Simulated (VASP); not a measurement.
MgO, 8 atoms in the cell. The structure is hexagonal, space group P6_3mc (No. 186). The conventional cell has a = 3.390 Å, b = 3.390 Å, c = 10.794 Å, α = 90.00°, β = 90.00°, γ = 120.00°. Within 2.7 Å of Mg (site symmetry 3m) lie 4 O at 2.04 to 2.06 Å. Mg (site symmetry 3m) has 4 O at 2.06 Å within 2.7 Å. O (site symmetry 3m) has 4 Mg at 2.04 to 2.06 Å within 2.7 Å. O (site symmetry 3m) has 4 Mg at 2.06 Å within 2.7 Å. 

```yaml
Program: VASP 6.6.1
Task: single point
Functional: PBE
Potentials_or_basis: VASP PAW PBE potentials, release 64 (Mg, O)
Cutoff: 520 eV
k_mesh: 9 × 9 × 2
Occupations: gaussian, width 0.05 eV
Spin: no spin polarisation
Dipole_correction: no
Further_INCAR_settings: ALGO = Normal; EDIFF = 1e-06; NBANDS = 26
```

Potentials or basis: VASP PAW PBE potentials, release 64 (Mg, O).

Launch:

```sh
$ cat potpaw_PBE.64/Mg/POTCAR potpaw_PBE.64/O/POTCAR > POTCAR
$ mpirun -np 1 vasp_std > vasp.out
```

Hardware: 1 thread of Intel(R) Xeon(R) 6975P-C (Granite Rapids), on a shared host.

**Question.** Estimate the wall time of this run.

**Answer.** Wall time 39 s on 1 thread of Intel(R) Xeon(R) 6975P-C (Granite Rapids), with other jobs on the host, peak memory 0.25 GiB. Counts: scf iterations 14, k points 24.
